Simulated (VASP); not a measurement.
# InP (Fm-3m) in VASP: notebook, part 2 of 2

VASP 6.6.1. Earlier steps stand in the parts before.

### Step 3. Single point, PBEsol

INCAR

```
PREC = Accurate ; ENCUT = 500
EDIFF = 1E-6 ; ISMEAR = -1
SIGMA = 0.0689 ; LREAL = Auto
LASPH = True ; NELM = 120
ALGO = Normal ; ISIF = 2
LWAVE = False ; LCHARG = False
GGA = PS ; NBANDS = 86
ISYM = -1 ; GGA_COMPAT = False
```

KPOINTS

```
explicit points
4
Reciprocal
  0.25000000   0.25000000   0.25000000 2
  0.25000000   0.25000000   0.75000000 2
  0.25000000   0.75000000   0.25000000 2
  0.25000000   0.75000000   0.75000000 2
```

POSCAR

```
InP
1.0
    0.0000000000      5.7100000000     -5.7100000000
   -5.7100000000      0.0000000000     -5.7100000000
   -5.7100000000      5.7100000000      0.0000000000
In P
8 8
Direct
    0.5000000000      0.5000000000      0.0000000000
    0.0000000000      0.5000000000      0.0000000000
    0.5000000000      0.0000000000      0.0000000000
    0.0000000000      0.0000000000      0.0000000000
    0.5000000000      0.5000000000      0.5000000000
    0.0000000000      0.5000000000      0.5000000000
    0.5000000000      0.0000000000      0.5000000000
    0.0000000000      0.0000000000      0.5000000000
    0.7500000000      0.7500000000      0.2500000000
    0.2500000000      0.7500000000      0.2500000000
    0.7500000000      0.2500000000      0.2500000000
    0.2500000000      0.2500000000      0.2500000000
    0.7500000000      0.7500000000      0.7500000000
    0.2500000000      0.7500000000      0.7500000000
    0.7500000000      0.2500000000      0.7500000000
    0.2500000000      0.2500000000      0.7500000000
```

Potentials or basis: VASP PAW PBE potentials, release 64 (In_d, P).

The run is started by

```
$ cat potpaw_PBE.64/In_d/POTCAR potpaw_PBE.64/P/POTCAR > POTCAR
$ mpirun -np 1 vasp_std > vasp.out
```

OUTCAR:

```text
PREC = Accurate
   ENCUT = 500
   EDIFF = 1E-6
   ISMEAR = -1
   LREAL = Auto
   LASPH = True
   NELM = 120
   ISIF = 2
   GGA = PS
   ISYM = -1

 ion  position               nearest neighbor table
   1  0.500  0.500  0.000-  10 2.85  11 2.85  12 2.85  13 2.85  14 2.85  15 2.85
   2  0.000  0.500  0.000-   9 2.85  11 2.85  12 2.85  13 2.85  14 2.85  16 2.85
   3  0.500  0.000  0.000-   9 2.85  10 2.85  12 2.85  13 2.85  15 2.85  16 2.85
   4  0.000  0.000  0.000-   9 2.85  10 2.85  11 2.85  14 2.85  15 2.85  16 2.85
   5  0.500  0.500  0.500-   9 2.85  10 2.85  11 2.85  14 2.85  15 2.85  16 2.85
   6  0.000  0.500  0.500-   9 2.85  10 2.85  12 2.85  13 2.85  15 2.85  16 2.85
[... 8 lines left out ...]
  15  0.750  0.250  0.750-   1 2.85   3 2.85   4 2.85   5 2.85   6 2.85   8 2.85
  16  0.250  0.250  0.750-   2 2.85   3 2.85   4 2.85   5 2.85   6 2.85   7 2.85

IMPORTANT INFORMATION: All symmetrisations will be switched off!
NOSYMM: (Re-)initialisation of all symmetry stuff for point group C_1.

----------------------------------------------------------------------------------------

                                     Primitive cell

  volume of cell :     372.3388

  direct lattice vectors                    reciprocal lattice vectors
     0.000000000  5.710000000 -5.710000000     0.087565674  0.087565674 -0.087565674
    -5.710000000  0.000000000 -5.710000000    -0.087565674 -0.087565674 -0.087565674
    -5.710000000  5.710000000  0.000000000    -0.087565674  0.087565674  0.087565674

  length of vectors
     8.075159441  8.075159441  8.075159441     0.151668197  0.151668197  0.151668197

  position of ions in fractional coordinates (direct lattice)
     0.500000000  0.500000000  0.000000000
     0.000000000  0.500000000  0.000000000
     0.500000000  0.000000000  0.000000000
     0.000000000  0.000000000  0.000000000
     0.500000000  0.500000000  0.500000000
     0.000000000  0.500000000  0.500000000
[... 8 lines left out ...]
     0.750000000  0.250000000  0.750000000
     0.250000000  0.250000000  0.750000000

  ion indices of the primitive-cell ions
   primitive index   ion index
                 1           1
[... 73 lines left out ...]
   GGA     = PS    functional components
   LHFCALC =     F    Hartree Fock is set to
   AEXX    =    0.0000 exact exchange contribution
   IVDW    =     0    specifies the selected vdW correction
   LEPSILON=     F    determine dielectric tensor
   LRPA    =     F    only Hartree local field effects (RPA)
 non-spin polarized calculation
  energy-cutoff  :      500.00
  volume of cell :      372.34
 maximum number of plane-waves:      9453
 NGX is ok and might be reduce to    60
   NGX = 29   NGY = 29   NGZ = 29

 number of electron     143.9999941 magnetization

 Free energy of the ion-electron system (eV)
  ---------------------------------------------------
  ext. energy  EPLUGINS =         0.00000000
  ---------------------------------------------------
  free energy    TOTEN  =       -69.34625517 eV

  energy without entropy =      -69.20600965  energy(sigma->0) =      -69.27613241

 E-fermi :   5.8926     XC(G=0): -10.1374

 val. band max:        5.8912639247   @ k =   0.2500   0.2500   0.2500
 cond. band min:       5.9473998373   @ k =   0.2500   0.7500   0.7500
 fundamental gap:      0.0561359126
 Fermi energy:         5.8926041826

 k-point     1 :       0.2500    0.2500    0.2500
  band No.  band energies     occupation
      1      -8.3793      2.00000
      2      -8.3793      2.00000
      3      -8.3793      2.00000
      4      -8.2491      2.00000
      5      -8.2491      2.00000
      6      -8.2490      2.00000
[... 337 lines left out ...]
     83       9.7202      0.00000
     84       9.8661      0.00000
 [bands above 84 left out]

------------------------ aborting loop because EDIFF is reached ----------------------------------------

  FORCE on cell =-STRESS in cart. coord.  units (eV):
  Direction    XX          YY          ZZ          XY          YZ          ZX
  --------------------------------------------------------------------------------------
  -------------------------------------------------------------------------------------
  Total      -19.5018214    -19.5018489    -19.5018367     -0.0072649     -0.0072569      0.0072315
  in kB      -83.9165145    -83.9166328    -83.9165802     -0.0312609     -0.0312267      0.0311171
  external PRESSURE =     -83.9165758 kB  Pullay stress =       0.0000000 kB

 VOLUME and BASIS-vectors are now :
 -----------------------------------------------------------------------------
  energy-cutoff  :      500.00
  volume of cell :      372.34
      direct lattice vectors                 reciprocal lattice vectors
     0.000000000  5.710000000 -5.710000000     0.087565674  0.087565674 -0.087565674
    -5.710000000  0.000000000 -5.710000000    -0.087565674 -0.087565674 -0.087565674
    -5.710000000  5.710000000  0.000000000    -0.087565674  0.087565674  0.087565674

 POSITION                                       TOTAL-FORCE (eV/Angst)
 -----------------------------------------------------------------------------------
     -2.85500      2.85500     -5.71000        -0.000009      0.000009     -0.000012
     -2.85500      0.00000     -2.85500         0.000016     -0.000012      0.000008
      0.00000      2.85500     -2.85500         0.000021     -0.000014      0.000010
      0.00000      0.00000      0.00000        -0.000012      0.000009     -0.000015
     -5.71000      5.71000     -5.71000         0.000009     -0.000003      0.000013
     -5.71000      2.85500     -2.85500        -0.000009      0.000010     -0.000001
[... 8 lines left out ...]
     -5.71000      8.56500     -5.71000        -0.000007     -0.000010      0.000006
     -5.71000      5.71000     -2.85500        -0.000000      0.000003     -0.000010
 -----------------------------------------------------------------------------------
    total drift:                                0.000010      0.000005      0.000008

  FREE ENERGIE OF THE ION-ELECTRON SYSTEM (eV)
  ---------------------------------------------------
  free  energy   TOTEN  =       -69.3462551723 eV

  energy  without entropy=      -69.2060096544  energy(sigma->0) =      -69.27613241
```

OSZICAR:

```text
N       E                     dE             d eps       ncg     rms          rms(c)
DAV:   1     0.157159270270E+04    0.15716E+04   -0.60573E+04   688   0.192E+03
DAV:   2     0.201478402203E+03   -0.13701E+04   -0.13400E+04   688   0.535E+02
DAV:   3    -0.477024543478E+02   -0.24918E+03   -0.23657E+03   756   0.227E+02
DAV:   4    -0.707309207990E+02   -0.23028E+02   -0.22227E+02   896   0.628E+01
DAV:   5    -0.714009508601E+02   -0.67003E+00   -0.66620E+00  1000   0.109E+01    0.121E+01
DAV:   6    -0.694100340886E+02    0.19909E+01   -0.50443E+00   904   0.162E+01    0.611E+00
DAV:   7    -0.693704204847E+02    0.39614E-01   -0.11517E+00   984   0.368E+00    0.230E+00
DAV:   8    -0.693540698153E+02    0.16351E-01   -0.21259E-01   888   0.247E+00    0.958E-01
DAV:   9    -0.693491641122E+02    0.49057E-02   -0.74034E-02   896   0.180E+00    0.410E-01
DAV:  10    -0.693461713557E+02    0.29928E-02   -0.10413E-02   962   0.789E-01    0.190E-01
DAV:  11    -0.693462478218E+02   -0.76466E-04   -0.12593E-03   928   0.220E-01    0.674E-02
DAV:  12    -0.693462517459E+02   -0.39240E-05   -0.83696E-05  1116   0.680E-02    0.542E-02
DAV:  13    -0.693462711632E+02   -0.19417E-04   -0.12836E-04   896   0.753E-02    0.426E-02
DAV:  14    -0.693462549205E+02    0.16243E-04   -0.56768E-05   896   0.572E-02    0.674E-03
DAV:  15    -0.693462551723E+02   -0.25186E-06   -0.43307E-06   576   0.107E-02
   1 F= -.69346255E+02 E0= -.69276132E+02  d E =-.140246E+00
```

Wall time 2.5 min (1 thread of AMD EPYC 9R45 (Zen 5), shared host); peak memory 0.46 GiB.

What came out:

* Free energy: -69.3463 eV
* Pressure: -8.4 GPa
* Band gap on the k mesh: zero (bands 72 and 73 overlap by 0.29 eV)

Levels at points of the mesh, in eV from the Fermi level:
```csv
k point,band 69,band 70,band 71,band 72,band 73,band 74
"(0.25, 0.25, 0.25)",-0.45,-0.45,-0.45,-0.24,-0.24,0.00
```

Caveat: the cell stands under tension; semilocal functionals underestimate gaps, and a narrow one can read as zero; the PAW data sets were made with another functional, which shifts forces and pressure a little; spin-orbit coupling is left out, which moves the levels of the heavy elements.

The gap in the log of VASP goes by the Fermi energy; the results here count the filled bands.